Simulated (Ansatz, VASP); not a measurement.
# C: VASP beside Ansatz

Contents of INCAR:

```
PREC = Accurate ; ENCUT = 520
EDIFF = 1E-7 ; ISMEAR = 0
SIGMA = 0.05 ; LREAL = False
LASPH = True ; NELM = 60
ALGO = Normal ; ISIF = 2
LWAVE = False ; LCHARG = False
GGA = PE ; NBANDS = 36
```

Contents of KPOINTS:

```
regular mesh
0
Gamma
  12 12 2
```

File POSCAR:

```
C
1.0
    2.4764000000      0.0000000000      0.0000000000
   -1.2382000000      2.1446253099      0.0000000000
    0.0000000000      0.0000000000     12.2737000000
C
12
Direct
    0.0000000000      0.0000000000      0.1868593266
    0.0000000000      0.0000000000      0.6868593266
    0.0000000000      0.0000000000      0.3131406734
    0.0000000000      0.0000000000      0.8131406734
    0.3333333333      0.6666666667      0.5207665411
    0.6666666667      0.3333333333      0.0207665411
    0.3333333333      0.6666666667      0.9792334589
    0.6666666667      0.3333333333      0.4792334589
    0.3333333333      0.6666666667      0.6450950823
    0.6666666667      0.3333333333      0.1450950823
    0.3333333333      0.6666666667      0.8549049177
    0.6666666667      0.3333333333      0.3549049177
```

Input for Ansatz:

```yaml
crystal:
  lattice:
    - [2.4764, 0.0, 0.0]
    - [-1.2382, 2.1446253099, 0.0]
    - [0.0, 0.0, 12.2737]
  atoms:
    - { symbol: C, position: [0.0, 0.0, 0.1868593266] }
    - { symbol: C, position: [0.0, 0.0, 0.6868593266] }
    - { symbol: C, position: [0.0, 0.0, 0.3131406734] }
    - { symbol: C, position: [0.0, 0.0, 0.8131406734] }
    - { symbol: C, position: [0.3333333333, 0.6666666667, 0.5207665411] }
    - { symbol: C, position: [0.6666666667, 0.3333333333, 0.0207665411] }
    - { symbol: C, position: [0.3333333333, 0.6666666667, 0.9792334589] }
    - { symbol: C, position: [0.6666666667, 0.3333333333, 0.4792334589] }
    - { symbol: C, position: [0.3333333333, 0.6666666667, 0.6450950823] }
    - { symbol: C, position: [0.6666666667, 0.3333333333, 0.1450950823] }
    - { symbol: C, position: [0.3333333333, 0.6666666667, 0.8549049177] }
    - { symbol: C, position: [0.6666666667, 0.3333333333, 0.3549049177] }
basis:
  ecutwfc: 520.0
kpoints:
  mp_grid: { grid: [12, 12, 2] }
hamiltonian:
  xc: pbe
  pseudopotentials: { kind: paw, azcp: { folder: soft_1 } }
scf:
  occupations: { method: gaussian, width: 0.05 }
output:
  forces: true
  stress: true
  eigenvalues: true
```

Alike in both runs: task single point; functional PBE; k mesh 12 × 12 × 2; occupations gaussian, width 0.05 eV; no spin polarisation.

|  | VASP | Ansatz |
| --- | --- | --- |
| version | VASP 6.6.1 | Ansatz 0.2.0 |
| potentials or method | VASP PAW PBE potentials, release 64 (C), cutoff 520 eV | scalar-relativistic, plane waves, PAW |
| valence electrons in the cell | 48 | 48 |

```tsv
	VASP	Ansatz	Ansatz less VASP
gap on the k mesh at the Fermi level (eV)	4.59	4.60	+0.009
least direct gap on the mesh (eV)	5.51	5.51	+0.005
pressure (GPa)	23.5	22.7	-0.82
traceless stress, the component that is largest in VASP (GPa)	-4.44	-4.38	+0.050
rms of the force components (eV/Å)	0.030	0.028	-0.0023
```

Atom by atom the forces differ by 0.002 eV/Å (rms over components).
